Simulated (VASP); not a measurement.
# BP (F-43m) in VASP: settings compared

BP is run at these levels: r2SCAN+D4, r2SCAN; tasks: single point.

All numbers are computed with VASP 6.6.1; they aren't measurements. Logs are shortened: lines on timing, memory, paths and dates and some standing lists are left out, and cuts for length are marked.

## 1. The cell of the first run

The structure is cubic, space group F-43m (No. 216). Conventional cell: a = 4.535 Å, b = 4.535 Å, c = 4.535 Å, α = 90.00°, β = 90.00°, γ = 90.00°. B (site symmetry -43m) has 4 P at 1.96 Å within 2.6 Å. Within 2.6 Å of P (site symmetry -43m) lie 4 B at 1.96 Å.

## 2. Single point, r2SCAN+D4

Input file POSCAR:

```
BP
1.0
    0.0000000000      2.2677136497      2.2677136497
    2.2677136497      0.0000000000      2.2677136497
    2.2677136497      2.2677136497      0.0000000000
B P
1 1
Direct
    0.0000000000      0.0000000000      0.0000000000
    0.7500000000      0.7500000000      0.7500000000
```

Input file INCAR.step1:

```
PREC = Accurate
ENCUT = 520
ISMEAR = 1
SIGMA = 0.001
LREAL = False
LASPH = True
NELM = 60
NBANDS = 11
GGA = PE
ALGO = Normal
EDIFF = 1E-4
LWAVE = True
LCHARG = False
```

Input file INCAR.step2:

```
PREC = Accurate
ENCUT = 520
EDIFF = 1E-6
ISMEAR = 1
SIGMA = 0.001
LREAL = False
LASPH = True
NELM = 60
ALGO = Normal
ISIF = 2
LWAVE = False
LCHARG = False
METAGGA = R2SCAN
LMIXTAU = True
IVDW = 13
VDW_S6 = 1.0
VDW_S8 = 0.6018749
VDW_A1 = 0.51559235
VDW_A2 = 5.77342911
NBANDS = 11
ISTART = 1
```

Input file KPOINTS:

```
Automatic mesh
0
Gamma
  8 8 8
```

Potentials or basis: VASP PAW PBE potentials, release 64 (B, P).

Launch:

```bash
$ cat potpaw_PBE.64/B/POTCAR potpaw_PBE.64/P/POTCAR > POTCAR
$ cp INCAR.step1 INCAR
$ mpirun -np 1 vasp_std > vasp.out
$ cp INCAR.step2 INCAR
$ mpirun -np 1 vasp_std > vasp.out
```

OUTCAR:

```text
PREC = Accurate
   ENCUT = 520
   EDIFF = 1E-6
   ISMEAR = 1
   LREAL = False
   LASPH = True
   NELM = 60
   ISIF = 2
   METAGGA = R2SCAN
   IVDW = 13
   ISTART = 1

 ion  position               nearest neighbor table
   1  0.000  0.000  0.000-   2 1.96   2 1.96   2 1.96   2 1.96
   2  0.750  0.750  0.750-   1 1.96   1 1.96   1 1.96   1 1.96

  LATTYP: Found a face centered cubic cell.
 ALAT       =     4.5354272994

  Lattice vectors:

 A1 = (   0.0000000000,   2.2677136497,   2.2677136497)
 A2 = (   2.2677136497,   0.0000000000,   2.2677136497)
 A3 = (   2.2677136497,   2.2677136497,   0.0000000000)

Analysis of symmetry for initial positions (statically):
=====================================================================
 Subroutine PRICEL returns:
 Original cell was already a primitive cell.

 Routine SETGRP: Setting up the symmetry group for a
 face centered cubic supercell.

 Subroutine GETGRP returns: Found 24 space group operations
 (whereof 24 operations were pure point group operations)
 out of a pool of 48 trial point group operations.

The static configuration has the point symmetry T_d .

Analysis of symmetry for dynamics (positions and initial velocities):
=====================================================================
 Subroutine PRICEL returns:
 Original cell was already a primitive cell.

 Routine SETGRP: Setting up the symmetry group for a
 face centered cubic supercell.

 Subroutine GETGRP returns: Found 24 space group operations
 (whereof 24 operations were pure point group operations)
 out of a pool of 48 trial point group operations.

The dynamic configuration has the point symmetry T_d .

 Subroutine INISYM returns: Found 24 space group operations
 (whereof 24 operations are pure point group operations),
 and found     1 'primitive' translations

----------------------------------------------------------------------------------------

                                     Primitive cell

  volume of cell :      23.3235

  direct lattice vectors                    reciprocal lattice vectors
     0.000000000  2.267713650  2.267713650    -0.220486392  0.220486392  0.220486392
     2.267713650  0.000000000  2.267713650     0.220486392 -0.220486392  0.220486392
     2.267713650  2.267713650  0.000000000     0.220486392  0.220486392 -0.220486392

  length of vectors
     3.207031399  3.207031399  3.207031399     0.381893633  0.381893633  0.381893633

  position of ions in fractional coordinates (direct lattice)
     0.000000000  0.000000000  0.000000000
     0.750000000  0.750000000  0.750000000

  ion indices of the primitive-cell ions
   primitive index   ion index
[... 86 lines left out ...]
   NUPDOWN=      -1.0000    fix difference up-down
   EMIN   =  10.00;   EMAX   =-10.00  energy-range for DOS
   EFERMI =   0.00;   METHOD = LEGACY
   ISMEAR =     1;   SIGMA  =   0.00  broadening in eV -4-tet -1-fermi 0-gaus
   EFERMI_NEDOS =   21; number of points for ismear=-14 and -15
   IALGO  =     38    algorithm
   IMIX   =      4    mixing-type and parameters
     AMIX     =   0.40;   BMIX     =  1.00
     AMIX_MAG =   1.60;   BMIX_MAG =  1.00
  volume/ion in A,a.u.               =      11.66        78.70
  Fermi-wavevector in a.u.,A,eV,Ry     =   1.145970  2.165569 17.867816  1.313247
  Thomas-Fermi vector in A             =   2.282656
   LORBIT       =      0    0 simple, 1 ext, 2 COOP (PROOUT), +10 PAW based schemes
   METAGGA = R2SCAN    functional components
   LHFCALC =     F    Hartree Fock is set to
   AEXX    =    0.0000 exact exchange contribution
   IVDW    =    13    specifies the selected vdW correction
   LEPSILON=     F    determine dielectric tensor
   LRPA    =     F    only Hartree local field effects (RPA)
 non-spin polarized calculation
 Methfessel and Paxton  Order N= 1 SIGMA  =   0.00
  energy-cutoff  :      520.00
  volume of cell :       23.32
 maximum number of plane-waves:       638
   NGX = 11   NGY = 11   NGZ = 11

 number of electron       8.0000000 magnetization

 Free energy of the ion-electron system (eV)
  ---------------------------------------------------
  ext. energy  EPLUGINS =         0.00000000
  ---------------------------------------------------
  free energy    TOTEN  =       -17.30955191 eV

  energy without entropy =      -17.30955191  energy(sigma->0) =      -17.30955191

 E-fermi :   7.4488     XC(G=0): -11.5082

 val. band max:        7.4100293791   @ k =   0.0000   0.0000   0.0000
 cond. band min:       8.8847561228   @ k =   0.3750   0.3750   0.0000
 fundamental gap:      1.4747267436
 Fermi energy:         7.4487782108

 k-point     1 :       0.0000    0.0000    0.0000
  band No.  band energies     occupation
      1      -8.8652      2.00000
      2       7.4100      2.00000
      3       7.4100      2.00000
      4       7.4100      2.00000
      5      11.0527      0.00000
      6      11.0527      0.00000
      7      11.0527      0.00000
      8      15.4479      0.00000
      9      19.8269      0.00000
     10      20.0611      0.00000
     11      20.0611      0.00000
[... 309 lines left out ...]
 k-point    24 :      -0.3750    0.2500    0.1250
  band No.  band energies     occupation
      1      -4.6634      2.00000
      2      -1.5096      2.00000
      3       2.6410      2.00000
      4       4.1248      2.00000
      5      11.9698      0.00000
      6      12.9744      0.00000
      7      16.3186      0.00000
      8      17.9307      0.00000
      9      18.5055      0.00000
     10      22.7275      0.00000
     11      25.2280      0.00000

 [... further k-points ...]

------------------------ aborting loop because EDIFF is reached ----------------------------------------

  DFT-D4 for vdW energy calculation

  Edisp (eV):   -0.26719

  FORCE on cell =-STRESS in cart. coord.  units (eV):
  Direction    XX          YY          ZZ          XY          YZ          ZX
  --------------------------------------------------------------------------------------
  -------------------------------------------------------------------------------------
  Total      -0.31375    -0.31375    -0.31375     0.00000    -0.00000     0.00000
  in kB     -21.55289   -21.55289   -21.55289     0.00000    -0.00000     0.00000
  external pressure =      -21.55 kB  Pullay stress =        0.00 kB

 VOLUME and BASIS-vectors are now :
 -----------------------------------------------------------------------------
  energy-cutoff  :      520.00
  volume of cell :       23.32
      direct lattice vectors                 reciprocal lattice vectors
     0.000000000  2.267713650  2.267713650    -0.220486392  0.220486392  0.220486392
     2.267713650  0.000000000  2.267713650     0.220486392 -0.220486392  0.220486392
     2.267713650  2.267713650  0.000000000     0.220486392  0.220486392 -0.220486392

 POSITION                                       TOTAL-FORCE (eV/Angst)
 -----------------------------------------------------------------------------------
      0.00000      0.00000      0.00000        -0.000000     -0.000000     -0.000000
      3.40157      3.40157      3.40157         0.000000      0.000000      0.000000
 -----------------------------------------------------------------------------------
    total drift:                               -0.000000     -0.000000     -0.000000

  FREE ENERGIE OF THE ION-ELECTRON SYSTEM (eV)
  ---------------------------------------------------
  free  energy   TOTEN  =       -17.5767389350 eV

  energy  without entropy=      -17.5767389350  energy(sigma->0) =      -17.57673894
```

It took 54 s on 1 thread of Intel Xeon 8259CL, shared host; peak memory 0.11 GiB.

Results:

```yaml
Free_energy: -17.5767 eV
Pressure: -2.2 GPa
Band_gap_on_the_k_mesh: 1.47 eV, indirect (least direct gap 3.64 eV)
Dispersion_energy_per_atom: -0.134 eV
```

Levels at points of the mesh, in eV from the valence-band top:
| k point | band 1 | band 2 | band 3 | band 4 | band 5 | band 6 | band 7 | band 8 |
| --- | --- | --- | --- | --- | --- | --- | --- | --- |
| (0.00, 0.00, 0.00) | -16.28 | 0.00 | 0.00 | 0.00 | 3.64 | 3.64 | 3.64 | 8.04 |
| (0.50, 0.00, 0.00) | -12.78 | -9.51 | -1.87 | -1.87 | 4.15 | 5.03 | 5.03 | 10.93 |
| (0.50, 0.50, 0.00) | -11.11 | -9.14 | -4.35 | -4.35 | 1.54 | 1.91 | 13.08 | 13.08 |

Caveat: the PAW data sets were made with another functional, which shifts forces and pressure a little.

## 3. Single point, r2SCAN

POSCAR is that of step 2.

Input file INCAR.step1:

```
SYSTEM = BP
PREC     = Accurate       ! precision mode
ENCUT    = 520            ! plane-wave cutoff, eV
ISMEAR   = 0              ! smearing method
SIGMA    = 0.05           ! smearing width, eV
LREAL    = .False.        ! projectors in reciprocal space
LASPH    = .True.         ! aspherical terms in the spheres
NELM     = 100            ! most SCF steps
NBANDS   = 11             ! bands
GGA      = PE             ! functional
ALGO     = Normal         ! electronic algorithm
EDIFF    = 1E-4           ! SCF threshold, eV
LWAVE    = .True.         ! write WAVECAR
LCHARG   = .False.        ! write CHGCAR
```

Input file INCAR.step2:

```
SYSTEM = BP
PREC     = Accurate       ! precision mode
ENCUT    = 520            ! plane-wave cutoff, eV
EDIFF    = 1E-6           ! SCF threshold, eV
ISMEAR   = 0              ! smearing method
SIGMA    = 0.05           ! smearing width, eV
LREAL    = .False.        ! projectors in reciprocal space
LASPH    = .True.         ! aspherical terms in the spheres
NELM     = 100            ! most SCF steps
ALGO     = Normal         ! electronic algorithm
ISIF     = 2              ! what is computed and relaxed
LWAVE    = .False.        ! write WAVECAR
LCHARG   = .True.         ! write CHGCAR
METAGGA  = R2SCAN         ! meta-GGA
LMIXTAU  = .True.       
LELF     = .True.         ! ELF
LVHAR    = .True.       
NBANDS   = 11             ! bands
ISTART   = 1
```

Input file KPOINTS:

```
regular mesh
0
Gamma
  10 10 10
  0 0 0
```

Potentials or basis: VASP PAW PBE potentials, release 64 (B, P).

Launch:

```bash
$ cat potpaw_PBE.64/B/POTCAR potpaw_PBE.64/P/POTCAR > POTCAR
$ cp INCAR.step1 INCAR
$ mpirun -np 1 vasp_std > vasp.out
$ cp INCAR.step2 INCAR
$ mpirun -np 1 vasp_std > vasp.out
```

It took 72 s on 1 thread of Intel Xeon 8259CL, shared host; peak memory 0.11 GiB.

Results (log left out):

* Free energy: -17.3113 eV
* Pressure: -0.4 GPa
* Band gap on the k mesh: 1.44 eV, indirect (least direct gap 3.64 eV)

Levels at points of the mesh, in eV from the valence-band top:
| k point | band 2 | band 3 | band 4 | band 5 | band 6 | band 7 |
| --- | --- | --- | --- | --- | --- | --- |
| (0.00, 0.00, 0.00) | 0.00 | 0.00 | 0.00 | 3.64 | 3.64 | 3.64 |
| (0.50, 0.00, 0.00) | -9.51 | -1.87 | -1.87 | 4.15 | 5.03 | 5.03 |
| (0.50, 0.50, 0.00) | -9.14 | -4.35 | -4.35 | 1.54 | 1.91 | 13.08 |

Caveat: the PAW data sets were made with another functional, which shifts forces and pressure a little. A k mesh can miss the band edges.
